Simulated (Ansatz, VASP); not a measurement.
## One calculation of C, two programs

File POSCAR:

```
C
1.0
    0.0000000000      1.8101510000      1.7566490000
    1.8101510000      0.0000000000      1.7566490000
    1.8101510000      1.8101510000      0.0000000000
C
2
Direct
    0.5000000000      0.5000000000      0.5000000000
    0.7500000000      0.7500000000      0.7500000000
```

INCAR.step1

```
SYSTEM = C
PREC = Accurate
ENCUT = 520
ISMEAR = 0
SIGMA = 0.05
LREAL = .False.
LASPH = .True.
NELM = 100
NBANDS = 11
GGA = PE
ALGO = Normal
EDIFF = 1E-4
LWAVE = .True.
LCHARG = .False.
```

Contents of INCAR.step2:

```
SYSTEM = C
PREC = Accurate
ENCUT = 520
EDIFF = 1E-6
ISMEAR = 0
SIGMA = 0.05
LREAL = .False.
LASPH = .True.
NELM = 100
ALGO = Normal
ISIF = 2
LWAVE = .False.
LCHARG = .False.
METAGGA = R2SCAN
LMIXTAU = .True.
NBANDS = 11
ISTART = 1
```

File KPOINTS:

```
regular mesh
0
Gamma
  12 12 12
  0 0 0
```

Input for Ansatz:

```yaml
crystal:
  lattice:
    - [0.0, 1.810151, 1.756649]
    - [1.810151, 0.0, 1.756649]
    - [1.810151, 1.810151, 0.0]
  atoms:
    - { symbol: C, position: [0.5, 0.5, 0.5] }
    - { symbol: C, position: [0.75, 0.75, 0.75] }
basis:
  ecutwfc: 500
kpoints:
  mp_grid: { grid: [12, 12, 12] }
hamiltonian:
  xc: r2scan
scf:
  occupations: { method: gaussian, width: 0.05 }
output:
  forces: true
  stress: true
  eigenvalues: true
```

Change from the starting cell: strain +0.015 along x and y, -0.015 along z, atoms carried along.

Alike in both runs: task single point; functional r2SCAN; k mesh 12 × 12 × 12; occupations gaussian, width 0.05 eV; no spin polarisation.

|  | VASP | Ansatz |
| --- | --- | --- |
| version | VASP 6.6.1 | Ansatz 0.2.0 |
| potentials or method | VASP PAW PBE potentials, release 64 (C), cutoff 520 eV | scalar-relativistic, plane waves, PAW |
| valence electrons in the cell | 8 | 8 |

|  | VASP | Ansatz | Ansatz less VASP |
| --- | --- | --- | --- |
| gap on the k mesh at the Fermi level (eV) | 3.53 | 3.55 | +0.029 |
| least direct gap on the mesh (eV) | 5.24 | 5.28 | +0.043 |
| pressure (GPa) | -7.7 | -8.7 | -1.03 |
| traceless stress, the component that is largest in VASP (GPa) | 18.75 | 18.78 | +0.030 |

VASP's potentials were made for PBE, not for r2SCAN.
